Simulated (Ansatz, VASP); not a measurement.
# One calculation of Se, two programs

```xyz
1
Lattice="0.0000 2.1703 2.1703 2.1703 0.0000 2.1703 2.1703 2.1703 0.0000" Properties=species:S:1:pos:R:3 pbc="T T T"
Se    0.0000    0.0000    0.0000
```

Alike in both runs: functional PBE; k mesh 12 × 12 × 12; occupations fermi-dirac, width 0.1 eV; no spin polarisation.

Ansatz relaxed the structure, and its values are those at the end. VASP's run is a single point on that final structure, the one shown.

|  | VASP | Ansatz |
| --- | --- | --- |
| version | VASP 6.6.1 | Ansatz 0.2.0 |
| potentials or method | VASP PAW PBE potentials, release 64 (Se), cutoff 520 eV | plane waves (420 eV) with PAW, scalar-relativistic |
| valence electrons in the cell | 6 | 16 |

|  | VASP | Ansatz | Ansatz less VASP |
| --- | --- | --- | --- |
| pressure (GPa) | 0.0 | 0.0 | +0.02 |

With one functional, cell and mesh, what is left measures potentials, basis and numerics. VASP's potentials hold 6 valence electrons a cell and Ansatz's 16, so a difference there can come from the potentials and not from the codes.
